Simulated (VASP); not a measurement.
A run of VASP 6.6.1:

File INCAR:

```
SYSTEM = BN
PREC     = Accurate       ! precision mode
ENCUT    = 520            ! plane-wave cutoff, eV
EDIFF    = 1E-6           ! SCF threshold, eV
ISMEAR   = 0              ! smearing method
SIGMA    = 0.01           ! smearing width, eV
LREAL    = .FALSE.        ! projectors in reciprocal space
LASPH    = .TRUE.         ! aspherical terms in the spheres
NELM     = 150            ! most SCF steps
ALGO     = Normal         ! electronic algorithm
ISIF     = 2              ! what is computed and relaxed
LWAVE    = .FALSE.        ! write WAVECAR
LCHARG   = .FALSE.        ! write CHGCAR
LNONCOLLINEAR= .TRUE.         ! non-collinear magnetism
MAGMOM   = 0 0 0 0 0 0 0 0 0 0 0 0 ! initial moments
LORBIT   = 11             ! projections on sites
LSORBIT  = .TRUE.         ! spin-orbit coupling
GGA_COMPAT= .FALSE.      
LORBMOM  = .TRUE.       
GGA      = PS             ! functional
NBANDS   = 30             ! bands
```

Contents of KPOINTS:

```
regular mesh
0
G
  9 9 6
  0 0 0
```

The input POSCAR:

```
BN
1.0
    2.5024521521      0.0000000000      0.0000000000
   -1.2512260760      2.1671871355      0.0000000000
    0.0000000000      0.0000000000      4.2100964423
B N
2 2
Direct
    0.3333333333      0.6666666667      0.0000745354
    0.6666666667      0.3333333333      0.5000745354
    0.3333333333      0.6666666667      0.3739254646
    0.6666666667      0.3333333333      0.8739254646
```

Potentials or basis: VASP PAW PBE potentials, release 64 (B, N).

Launch:

```console
$ cat potpaw_PBE.64/B/POTCAR potpaw_PBE.64/N/POTCAR > POTCAR
$ mpirun -np 1 vasp_ncl > vasp.out
```

Hardware: 1 thread of Intel(R) Xeon(R) Platinum 8488C (Sapphire Rapids), with other jobs on the host.

Estimate the wall time of this run.

Run time: 70 s on 1 thread of Intel(R) Xeon(R) Platinum 8488C (Sapphire Rapids), with other jobs on the host, peak memory 0.22 GiB. Counts: scf iterations 13, k points 72.
